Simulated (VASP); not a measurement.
# SiC8 in VASP: single point with PBE+D3(BJ)

Aim: the single point of SiC8 with PBE+D3(BJ).

Program: VASP 6.6.1. These are calculated values, not measurements. Logs are shortened: lines on timing, memory, paths and dates and some standing lists are left out, and cuts for length are marked.

## (1) The cell of the first run

The cell holds a slab with vacuum, 9 atoms: a = 4.931 Å, b = 4.931 Å, c = 17.400 Å, α = 90.00°, β = 90.00°, γ = 120.00°.

## (2) Single point, PBE+D3(BJ), collinear spin

Contents of INCAR:

```
PREC = Accurate ; ENCUT = 520
EDIFF = 1E-6 ; ISMEAR = 0
SIGMA = 0.1 ; LREAL = F
LASPH = T ; NELM = 150
ALGO = Normal ; ISIF = 2
LWAVE = F ; LCHARG = F
ISPIN = 2 ; MAGMOM = 0 0 0 0 0 0 0 0 2
LORBIT = 11 ; LDIPOL = T
IDIPOL = 3 ; DIPOL = 0.5 0.5 0.250
GGA = PE ; IVDW = 12
NBANDS = 32
```

Contents of KPOINTS:

```
Automatic mesh
0
Gamma
  6 6 1
```

Contents of POSCAR:

```
SiC8
1.0
    4.9313048819      0.0000000000      0.0000000000
   -2.4656524409      4.2706353015      0.0000000000
    0.0000000000      0.0000000000     17.4000331942
C Si
8 1
Direct
    0.3333333333      0.1666666667      0.2298865266
    0.3333333333      0.6666666667      0.2298865266
    0.8333333333      0.1666666667      0.2298865266
    0.8333333333      0.6666666667      0.2298865266
    0.1666666667      0.3333333333      0.2298846189
    0.1666666667      0.8333333333      0.2298846189
    0.6666666667      0.3333333333      0.2298846189
    0.6666666667      0.8333333333      0.2298846189
    0.3333333333      0.4166666667      0.4080471063
```

Potentials or basis: VASP PAW PBE potentials, release 64 (C, Si).

The run is started by

```sh
$ cat potpaw_PBE.64/C/POTCAR potpaw_PBE.64/Si/POTCAR > POTCAR
$ mpirun -np 1 vasp_std > vasp.out
```

OUTCAR:

```text
PREC = Accurate
   ENCUT = 520
   EDIFF = 1E-6
   ISMEAR = 0
   LREAL = F
   LASPH = T
   NELM = 150
   ISIF = 2
   ISPIN = 2
   LORBIT = 11
   GGA = PE
   IVDW = 12
 IVDW          = 12

 ion  position               nearest neighbor table
   1  0.333  0.167  0.230-   5 1.42   6 1.42   7 1.42
   2  0.333  0.667  0.230-   6 1.42   5 1.42   8 1.42
   3  0.833  0.167  0.230-   7 1.42   8 1.42   5 1.42
   4  0.833  0.667  0.230-   8 1.42   7 1.42   6 1.42
   5  0.167  0.333  0.230-   1 1.42   2 1.42   3 1.42
   6  0.167  0.833  0.230-   2 1.42   1 1.42   4 1.42
   7  0.667  0.333  0.230-   3 1.42   4 1.42   1 1.42
   8  0.667  0.833  0.230-   4 1.42   3 1.42   2 1.42
   9  0.333  0.417  0.408-

  LATTYP: Found a hexagonal cell.
 ALAT       =     4.9313048819
 C/A-ratio  =     3.5284845717

  Lattice vectors:

 A1 = (   4.9313048819,   0.0000000000,   0.0000000000)
 A2 = (  -2.4656524409,   4.2706353015,   0.0000000000)
 A3 = (   0.0000000000,   0.0000000000,  17.4000331942)

Analysis of symmetry for initial positions (statically):
=====================================================================
 Subroutine PRICEL returns:
 Original cell was already a primitive cell.

 Routine SETGRP: Setting up the symmetry group for a
 hexagonal supercell.

 Subroutine GETGRP returns: Found  2 space group operations
 (whereof  1 operations were pure point group operations)
 out of a pool of 24 trial point group operations.

The static configuration has the point symmetry C_1 .
 The point group associated with its full space group is C_1h.

Analysis of symmetry for dynamics (positions and initial velocities):
=====================================================================
 Subroutine PRICEL returns:
 Original cell was already a primitive cell.

 Routine SETGRP: Setting up the symmetry group for a
 hexagonal supercell.

 Subroutine GETGRP returns: Found  2 space group operations
 (whereof  1 operations were pure point group operations)
 out of a pool of 24 trial point group operations.

The dynamic configuration has the point symmetry C_1 .
 The point group associated with its full space group is C_1h.

Analysis of structural, dynamic, and magnetic symmetry:
=====================================================================
 Subroutine PRICEL returns:
 Original cell was already a primitive cell.

 Routine SETGRP: Setting up the symmetry group for a
 hexagonal supercell.

 Subroutine GETGRP returns: Found  2 space group operations
 (whereof  1 operations were pure point group operations)
 out of a pool of 24 trial point group operations.

The overall configuration has the point symmetry C_1 .
 The point group associated with its full space group is C_1h.

 Subroutine INISYM returns: Found  2 space group operations
 (whereof  1 operations are pure point group operations),
 and found     1 'primitive' translations

----------------------------------------------------------------------------------------

                                     Primitive cell

  volume of cell :     366.4413

  direct lattice vectors                    reciprocal lattice vectors
     4.931304882  0.000000000  0.000000000     0.202786083  0.117078599  0.000000000
    -2.465652441  4.270635301  0.000000000     0.000000000  0.234157199  0.000000000
     0.000000000  0.000000000 17.400033194     0.000000000  0.000000000  0.057471155

  length of vectors
     4.931304882  4.931304882 17.400033194     0.234157199  0.234157199  0.057471155

  position of ions in fractional coordinates (direct lattice)
     0.333333333  0.166666667  0.229886527
     0.333333333  0.666666667  0.229886527
     0.833333333  0.166666667  0.229886527
     0.833333333  0.666666667  0.229886527
     0.166666667  0.333333333  0.229884619
     0.166666667  0.833333333  0.229884619
     0.666666667  0.333333333  0.229884619
[... 64 lines left out ...]
 SYSTEM =  unknown system
   PREC   = accura    normal or accurate (medium, high low for compatibility)
   ISTART =      0    job   : 0-new  1-cont  2-samecut
   ICHARG =      2    charge: 1-file 2-atom 10-const
   ISPIN  =      2    spin polarized calculation?
   LNONCOLLINEAR =      F non collinear calculations
   LSORBIT =      F    spin-orbit coupling
   LASPH  =      T    aspherical Exc in radial PAW
   ENCUT  =  520.0 eV  38.22 Ry    6.18 a.u.   9.17  9.17 32.35*2*pi/ulx,y,z
   NELM   =    150;   NELMIN=  2; NELMDL= -5     # of ELM steps
   EDIFF  = 0.1E-05   stopping-criterion for ELM
   LREAL  =      F    real-space projection
   EDIFFG = 0.1E-04   stopping-criterion for IOM
   NSW    =      0    number of steps for IOM
   IBRION =     -1    ionic relax: 0-MD 1-quasi-New 2-CG
   NFREE  =      0    steps in history (QN), initial steepest desc. (CG)
   ISIF   =      2    stress and relaxation
   ISYM   =      2    0-nonsym 1-usesym 2-fastsym
   POTIM  = 0.5000    time-step for ionic-motion
   TEBEG  =    0.0;   TEEND  =   0.0 temperature during run
   PSTRESS=    0.0 pullay stress
   NELECT =      36.0000    total number of electrons
   NUPDOWN=      -1.0000    fix difference up-down
   EMIN   =  10.00;   EMAX   =-10.00  energy-range for DOS
   EFERMI =   0.00;   METHOD = LEGACY
   ISMEAR =     0;   SIGMA  =   0.10  broadening in eV -4-tet -1-fermi 0-gaus
   EFERMI_NEDOS =   21; number of points for ismear=-14 and -15
   IALGO  =     38    algorithm
   IMIX   =      4    mixing-type and parameters
     AMIX     =   0.40;   BMIX     =  1.00
     AMIX_MAG =   1.60;   BMIX_MAG =  1.00
  volume/ion in A,a.u.               =      40.72       274.76
  Fermi-wavevector in a.u.,A,eV,Ry     =   0.755395  1.427490  7.763781  0.570622
  Thomas-Fermi vector in A             =   1.853280
   LORBIT       =     11    0 simple, 1 ext, 2 COOP (PROOUT), +10 PAW based schemes
   GGA     = PE    functional components
   LHFCALC =     F    Hartree Fock is set to
   AEXX    =    0.0000 exact exchange contribution
   IVDW    =    12    specifies the selected vdW correction
   LEPSILON=     F    determine dielectric tensor
   LRPA    =     F    only Hartree local field effects (RPA)
 spin polarized calculation
 Gauss-broadening in eV      SIGMA  =   0.10
  energy-cutoff  :      520.00
  volume of cell :      366.44
 maximum number of plane-waves:      9900
 NGX is ok and might be reduce to    40
   NGX = 19   NGY = 19   NGZ = 65

 dipolmoment           0.000000      0.000000     -0.008746 electrons x Angstroem

 number of electron      35.9999997 magnetization       1.8923027

 dipolmoment           0.000000      0.000000      0.016750 electrons x Angstroem

 Free energy of the ion-electron system (eV)
  ---------------------------------------------------
  ext. energy  EPLUGINS =         0.00000000
  ---------------------------------------------------
  free energy    TOTEN  =       -74.89790693 eV

  energy without entropy =      -74.87584383  energy(sigma->0) =      -74.88687538

 E-fermi :  -1.8839     XC(G=0):  -3.4557

 val. band max:       -1.9184215804   @ k =   0.1667  -0.0000   0.0000
 cond. band min:      -1.8588442619   @ k =   0.0000   0.5000   0.0000
 fundamental gap:      0.0595773185
 Fermi energy:        -1.8839367117

 spin component 1

 k-point     1 :       0.0000    0.0000    0.0000
  band No.  band energies     occupation
      1     -21.5037      1.00000
      2     -16.2766      1.00000
      3     -16.2603      1.00000
      4     -16.2378      1.00000
      5     -15.2262      1.00000
      6     -15.2137      1.00000
[... 418 lines left out ...]
     29       4.4136      0.00000
     30       4.6726      0.00000
 Fermi energy:        -1.8839367117

 spin component 2

 k-point     1 :       0.0000    0.0000    0.0000
  band No.  band energies     occupation
      1     -21.5004      1.00000
      2     -16.2775      1.00000
      3     -16.2581      1.00000
      4     -16.2288      1.00000
      5     -15.2204      1.00000
      6     -15.2115      1.00000
[... 418 lines left out ...]
     29       4.6517      0.00000
     30       5.2217      0.00000
 [bands above 30 left out]

------------------------ aborting loop because EDIFF is reached ----------------------------------------

 vacuum level on the upper side and lower side of the slab       (xc-potential included)        -0.127        -0.219

 Edisp (eV)   -1.00145

 E8    (eV) :    -0.3263

  FORCE on cell =-STRESS in cart. coord.  units (eV):
  Direction    XX          YY          ZZ          XY          YZ          ZX
  --------------------------------------------------------------------------------------
  -------------------------------------------------------------------------------------
  Total      -0.08898    -0.07202    -0.43959    -0.01468     0.01030     0.01784
  in kB      -0.38904    -0.31491    -1.92198    -0.06420     0.04503     0.07800
  external pressure =       -0.88 kB  Pullay stress =        0.00 kB

 VOLUME and BASIS-vectors are now :
 -----------------------------------------------------------------------------
  energy-cutoff  :      520.00
  volume of cell :      366.44
      direct lattice vectors                 reciprocal lattice vectors
     4.931304882  0.000000000  0.000000000     0.202786083  0.117078599  0.000000000
    -2.465652441  4.270635301  0.000000000     0.000000000  0.234157199  0.000000000
     0.000000000  0.000000000 17.400033194     0.000000000  0.000000000  0.057471155

 POSITION                                       TOTAL-FORCE (eV/Angst)
 -----------------------------------------------------------------------------------
      1.23283      0.71177      4.00003         0.130499     -0.123833      0.047714
     -0.00000      2.84709      4.00003        -0.041993      0.174932      0.047714
      3.69848      0.71177      4.00003        -0.101376     -0.058530     -0.060319
      2.46565      2.84709      4.00003         0.016685      0.009633      0.002248
      0.00000      1.42355      4.00000        -0.097086     -0.056053      0.175090
     -1.23283      3.55886      4.00000        -0.019559     -0.011292     -0.066078
      2.46565      1.42355      4.00000         0.066820      0.007836     -0.010877
      1.23283      3.55886      4.00000         0.040196      0.053950     -0.010877
      0.61641      1.77943      7.10003         0.005814      0.003357     -0.124614
 -----------------------------------------------------------------------------------
    total drift:                                0.000073      0.000043     -0.000136

  FREE ENERGIE OF THE ION-ELECTRON SYSTEM (eV)
  ---------------------------------------------------
  free  energy   TOTEN  =       -75.8993527503 eV

  energy  without entropy=      -75.8772896518  energy(sigma->0) =      -75.88832120

 vacuum level on the upper side and lower side of the slab         2.170         2.112

 total charge

# of ion       s       p       d       tot
------------------------------------------
    1        0.863   1.786   0.000   2.649
    2        0.863   1.786   0.000   2.649
    3        0.862   1.789   0.000   2.651
    4        0.863   1.786   0.000   2.649
    5        0.864   1.784   0.000   2.648
    6        0.862   1.789   0.000   2.651
    7        0.863   1.787   0.000   2.649
    8        0.863   1.787   0.000   2.649
    9        0.955   0.546   0.000   1.501
--------------------------------------------------
tot          7.859  14.838   0.000  22.697

 magnetization (x)

# of ion       s       p       d       tot
------------------------------------------
    1        0.001  -0.001   0.000  -0.001
    2        0.001  -0.001   0.000  -0.001
    3        0.000   0.005   0.000   0.005
    4        0.000   0.002   0.000   0.002
    5        0.000  -0.005   0.000  -0.005
    6        0.000   0.005   0.000   0.005
    7        0.000   0.001   0.000   0.002
    8        0.000   0.001   0.000   0.002
    9        0.007   0.529   0.000   0.537
--------------------------------------------------
tot          0.011   0.536   0.000   0.546
```

Run time: 10 min. Hardware: 1 thread of Oxide Virtual Turin-like, shared host; peak memory 0.76 GiB.

What came out:

| Property | Result |
| --- | --- |
| Free energy | -75.8994 eV |
| Largest force | 0.208 eV/Å |
| Net moment | 1.89 μB per cell |
| Site moments | C -0.00, +0.01, +0.00, -0.01 (each value once); Si +0.54 μB |
| Valence electrons inside the program's atomic spheres | C 2.65; Si 1.50 |
| Dispersion energy per atom | -0.111 eV |

Forces on the atoms (eV/Å):
```
C    0.130 -0.124  0.048
C   -0.042  0.175  0.048
C   -0.101 -0.059 -0.060
C    0.017  0.010  0.002
C   -0.097 -0.056  0.175
C   -0.020 -0.011 -0.066
C    0.067  0.008 -0.011
C    0.040  0.054 -0.011
Si   0.006  0.003 -0.125
```

Caveat: a moment this small can come from the mesh or the smearing.
